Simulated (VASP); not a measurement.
# NaH in VASP: notebook

NaH is run at these levels: LDA; tasks: single point.

Program: VASP 6.6.1. These are calculated values, not measurements. Logs are shortened: lines on timing, memory, paths and dates and some standing lists are left out, and cuts for length are marked.

## Step 1: The cell of the first run

The structure is tetragonal, space group I4/mmm (No. 139). Conventional cell: a = 3.317 Å, b = 3.317 Å, c = 4.715 Å, α = 90.00°, β = 90.00°, γ = 90.00°. Within 3.1 Å of Na (site symmetry 4/mmm) lie 6 H at 2.35 to 2.36 Å. Within 3.1 Å of H (site symmetry 4/mmm) lie 6 Na at 2.35 to 2.36 Å.

## Step 2: Single point, LDA (z stretched by +0.5 %, x and y held)

INCAR

```
PREC     = Accurate       # precision mode
ENCUT    = 520            # plane-wave cutoff, eV
EDIFF    = 1E-7           # SCF threshold, eV
ISMEAR   = 0              # smearing method
SIGMA    = 0.01           # smearing width, eV
LREAL    = F              # projectors in reciprocal space
LASPH    = T              # aspherical terms in the spheres
NELM     = 100            # most SCF steps
ALGO     = Normal         # electronic algorithm
ISIF     = 2              # what is computed and relaxed
LWAVE    = F              # write WAVECAR
LCHARG   = F              # write CHGCAR
NBANDS   = 11             # bands
```

KPOINTS

```
Automatic mesh
0
Gamma
  8 8 8
```

POSCAR

```
NaH
1.0
    0.0000000000      2.3455367674      2.3572644512
    2.3455367674      0.0000000000      2.3572644512
    2.3455367674      2.3455367674      0.0000000000
Na H
1 1
Direct
    0.0000000000      0.0000000000      0.0000000000
    0.5000000000      0.5000000000      0.5000000000
```

Potentials or basis: VASP PAW LDA potentials, release 64 (Na_pv, H).

Launch:

```
cat potpaw_LDA.64/Na_pv/POTCAR potpaw_LDA.64/H/POTCAR > POTCAR
mpirun -np 1 vasp_std > vasp.out
```

OUTCAR:

```text
PREC = Accurate
   ENCUT = 520
   EDIFF = 1E-7
   ISMEAR = 0
   LREAL = F
   LASPH = T
   NELM = 100
   ISIF = 2

 ion  position               nearest neighbor table
   1  0.000  0.000  0.000-
   2  0.500  0.500  0.500-

  LATTYP: Found a body centered tetragonal cell.
 ALAT       =     3.3170899075
 C/A-ratio  =     1.4212846302

  Lattice vectors:

 A1 = (  -2.3455367674,   0.0000000000,   2.3572644512)
 A2 = (   2.3455367674,   0.0000000000,   2.3572644512)
 A3 = (   0.0000000000,   2.3455367674,  -2.3572644512)

Analysis of symmetry for initial positions (statically):
=====================================================================
 Subroutine PRICEL returns:
 Original cell was already a primitive cell.

 Routine SETGRP: Setting up the symmetry group for a
 body centered tetragonal supercell.

 Subroutine GETGRP returns: Found 16 space group operations
 (whereof 16 operations were pure point group operations)
 out of a pool of 16 trial point group operations.

The static configuration has the point symmetry D_4h.

Analysis of symmetry for dynamics (positions and initial velocities):
=====================================================================
 Subroutine PRICEL returns:
 Original cell was already a primitive cell.

 Routine SETGRP: Setting up the symmetry group for a
 body centered tetragonal supercell.

 Subroutine GETGRP returns: Found 16 space group operations
 (whereof 16 operations were pure point group operations)
 out of a pool of 16 trial point group operations.

The dynamic configuration has the point symmetry D_4h.

 Subroutine INISYM returns: Found 16 space group operations
 (whereof 16 operations are pure point group operations),
 and found     1 'primitive' translations

----------------------------------------------------------------------------------------

                                     Primitive cell

  volume of cell :      25.9372

  direct lattice vectors                    reciprocal lattice vectors
     0.000000000  2.345536767  2.357264451    -0.213170822  0.213170822  0.212110270
     2.345536767  0.000000000  2.357264451     0.213170822 -0.213170822  0.212110270
     2.345536767  2.345536767  0.000000000     0.213170822  0.213170822 -0.212110270

  length of vectors
     3.325392972  3.325392972  3.317089908     0.368611401  0.368611401  0.368611401
[... 86 lines left out ...]
   NFREE  =      0    steps in history (QN), initial steepest desc. (CG)
   ISIF   =      2    stress and relaxation
   ISYM   =      2    0-nonsym 1-usesym 2-fastsym
   POTIM  = 0.5000    time-step for ionic-motion
   TEBEG  =    0.0;   TEEND  =   0.0 temperature during run
   PSTRESS=    0.0 pullay stress
   NELECT =       8.0000    total number of electrons
   NUPDOWN=      -1.0000    fix difference up-down
   EMIN   =  10.00;   EMAX   =-10.00  energy-range for DOS
   EFERMI =   0.00;   METHOD = LEGACY
   ISMEAR =     0;   SIGMA  =   0.01  broadening in eV -4-tet -1-fermi 0-gaus
   EFERMI_NEDOS =   21; number of points for ismear=-14 and -15
   IALGO  =     38    algorithm
   IMIX   =      4    mixing-type and parameters
     AMIX     =   0.40;   BMIX     =  1.00
     AMIX_MAG =   1.60;   BMIX_MAG =  1.00
  volume/ion in A,a.u.               =      12.97        87.52
  Fermi-wavevector in a.u.,A,eV,Ry     =   1.106107  2.090240 16.646363  1.223473
  Thomas-Fermi vector in A             =   2.242604
   LORBIT       =      0    0 simple, 1 ext, 2 COOP (PROOUT), +10 PAW based schemes
   GGA     = CA    functional components
   LHFCALC =     F    Hartree Fock is set to
   AEXX    =    0.0000 exact exchange contribution
   IVDW    =     0    specifies the selected vdW correction
   LEPSILON=     F    determine dielectric tensor
   LRPA    =     F    only Hartree local field effects (RPA)
 non-spin polarized calculation
 Gauss-broadening in eV      SIGMA  =   0.01
  energy-cutoff  :      520.00
  volume of cell :       25.94
 maximum number of plane-waves:       725
 NGX is ok and might be reduce to    28
   NGX = 13   NGY = 13   NGZ = 13

 number of electron       8.0000003 magnetization

 Free energy of the ion-electron system (eV)
  ---------------------------------------------------
  ext. energy  EPLUGINS =         0.00000000
  ---------------------------------------------------
  free energy    TOTEN  =        -5.40832826 eV

  energy without entropy =       -5.40832826  energy(sigma->0) =       -5.40832826

 E-fermi :  -0.7855     XC(G=0):  -8.5370

 val. band max:       -0.9302698055   @ k =  -0.2500   0.2500   0.5000
 cond. band min:       2.6023045949   @ k =   0.5000   0.0000   0.0000
 fundamental gap:      3.5325744004
 Fermi energy:        -0.7854839012

 k-point     1 :       0.0000    0.0000    0.0000
  band No.  band energies     occupation
      1     -22.9737      2.00000
      2     -22.9722      2.00000
      3     -22.9722      2.00000
      4      -4.9718      2.00000
      5      10.2153      0.00000
      6      14.8499      0.00000
      7      14.8781      0.00000
      8      14.8781      0.00000
      9      16.0824      0.00000
     10      16.0890      0.00000
     11      16.0890      0.00000
[... 309 lines left out ...]
 k-point    24 :       0.3750    0.0000    0.1250
  band No.  band energies     occupation
      1     -23.0686      2.00000
      2     -22.9921      2.00000
      3     -22.9907      2.00000
      4      -2.8556      2.00000
      5       4.7940      0.00000
      6       9.1421      0.00000
      7      11.7452      0.00000
      8      13.8616      0.00000
      9      15.5831      0.00000
     10      18.1529      0.00000
     11      18.8842      0.00000

 [... further k-points ...]

------------------------ aborting loop because EDIFF is reached ----------------------------------------

  FORCE on cell =-STRESS in cart. coord.  units (eV):
  Direction    XX          YY          ZZ          XY          YZ          ZX
  --------------------------------------------------------------------------------------
  -------------------------------------------------------------------------------------
  Total       -0.0206428     -0.0206428     -0.0538121      0.0000000      0.0000000     -0.0000000
  in kB       -1.2751382     -1.2751382     -3.3240523      0.0000000      0.0000000     -0.0000000
  external PRESSURE =      -1.9581096 kB  Pullay stress =       0.0000000 kB

 VOLUME and BASIS-vectors are now :
 -----------------------------------------------------------------------------
  energy-cutoff  :      520.00
  volume of cell :       25.94
      direct lattice vectors                 reciprocal lattice vectors
     0.000000000  2.345536767  2.357264451    -0.213170822  0.213170822  0.212110270
     2.345536767  0.000000000  2.357264451     0.213170822 -0.213170822  0.212110270
     2.345536767  2.345536767  0.000000000     0.213170822  0.213170822 -0.212110270

 POSITION                                       TOTAL-FORCE (eV/Angst)
 -----------------------------------------------------------------------------------
      0.00000      0.00000      0.00000        -0.000000      0.000000      0.000000
      2.34554      2.34554      2.35726         0.000000     -0.000000      0.000000
 -----------------------------------------------------------------------------------
    total drift:                               -0.000000      0.000000      0.000000

  FREE ENERGIE OF THE ION-ELECTRON SYSTEM (eV)
  ---------------------------------------------------
  free  energy   TOTEN  =        -5.4083282569 eV

  energy  without entropy=       -5.4083282569  energy(sigma->0) =       -5.40832826
```

stdout:

```text
POSCAR found type information on POSCAR NaH
 POSCAR found :  2 types and       2 ions
 scaLAPACK will be used
 LDA part: xc-table for (Slater(with rela. corr.)+CA(PZ))
 , standard interpolation
 POSCAR, INCAR and KPOINTS ok, starting setup
 FFT: planning ... GRIDC
 FFT: planning ... GRID_SOFT
 FFT: planning ... GRID
 WAVECAR not read
 entering main loop
```

Run time: 13 s. Hardware: 1 thread of AMD EPYC 9R45 (Zen 5), shared host; peak memory 0.11 GiB.

What came out:

```
Free energy            : -5.4083 eV
Pressure               : -0.2 GPa
Band gap on the k mesh : 3.53 eV, indirect (least direct gap 4.49 eV)
```

Caveat: the cell differs from its parent crystal (z stretched by +0.5 %, x and y held). A k mesh can miss the band edges.

(Part 1 of 2 ends here.)
